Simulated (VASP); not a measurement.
Wanted: the native input for a VASP 6.6.1 run.

* Task: single point
* Functional: LDA
* Potentials or basis: VASP PAW LDA potentials, release 64 (Li_sv, Pb_d)
* Cutoff: 520 eV
* k mesh: 16 × 16 × 16
* Occupations: gaussian, width 0.15 eV
* Spin: no spin polarisation
* Dipole correction: no
* Further INCAR settings: ALGO = Fast; EDIFF = 1e-07; NBANDS = 16

The structure of LiPb lies in POSCAR:

```
LiPb
1.0
    3.1379032463      0.0000000000      0.0000000000
    0.0000000000      3.1379032463      0.0000000000
    0.0000000000      0.0000000000      4.4369951903
Li Pb
1 1
Direct
    0.5000000000      0.5000000000      0.5000000000
    0.0000000000      0.0000000000      0.0000000000
```

This cell differs from its parent crystal: ratio of the length along z to the lengths across it x 1.414, volume and fractional coordinates fixed.

One way to write it, as run:

INCAR

```
SYSTEM = LiPb
  PREC = Accurate
  ENCUT = 520
  EDIFF = 1E-7
  ISMEAR = 0
  SIGMA = 0.15
  LREAL = .False.
  LASPH = .True.
  NELM = 100
  ALGO = Fast
  ISIF = 2
  LWAVE = .False.
  LCHARG = .False.
  NBANDS = 16
```

KPOINTS

```
Automatic mesh
0
Gamma
  16 16 16
  0 0 0
```

Potentials or basis: VASP PAW LDA potentials, release 64 (Li_sv, Pb_d).

Launch:

```bash
$ cat potpaw_LDA.64/Li_sv/POTCAR potpaw_LDA.64/Pb_d/POTCAR > POTCAR
$ mpirun -np 1 vasp_std > vasp.out
```

Run time: 120 s on 1 thread of Intel(R) Xeon(R) 6975P-C (Granite Rapids), with other jobs on the host, peak memory 0.35 GiB.
